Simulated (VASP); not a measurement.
Runs of VASP 6.6.1 on BN. The structure is that of space group P4_2/mnm (No. 136), or close to it. The cells are those of the table. 

```csv
cell,gap on the mesh (eV),pressure (GPa),largest force (eV/Å)
"a = 4.456, b = 4.456, c = 2.396 Å, 8 atoms",4.71,22.7,0.67
"a = 4.522, b = 4.522, c = 2.320 Å, 8 atoms",(a),28.9,1.12
"a = 4.290, b = 4.290, c = 2.626 Å, 8 atoms",4.70,(b),0.79
"a = 4.522, b = 4.522, c = 2.855 Å, 8 atoms",4.23,-40.9,0.34
"a = 4.555, b = 4.555, c = 2.855 Å, 8 atoms",4.33,-43.7,0.35
"a = 4.489, b = 4.489, c = 2.855 Å, 8 atoms",4.13,-37.9,0.31
"a = 4.356, b = 4.356, c = 2.549 Å, 8 atoms",4.76,11.3,0.24
"a = 4.356, b = 4.356, c = 2.473 Å, 8 atoms",(c),25.1,0.13
```

Alike in all rows: task single point; level PBE; potentials or basis VASP PAW PBE potentials, release 64 (B, N); no spin polarisation; k mesh 6 × 6 × 10; cutoff (eV) 520; smearing gaussian 0.05 eV.

Q: Fill in the values left out.

A: (a) 4.32; (b) 11.5; (c) 4.78.

Caveats: the cell stands under pressure (at least some runs); the cell stands under tension (at least some runs); forces of over 1 eV/Å act on the atoms, so gaps and moduli don't describe the material at rest (at least some runs).

A k mesh can miss the band edges.
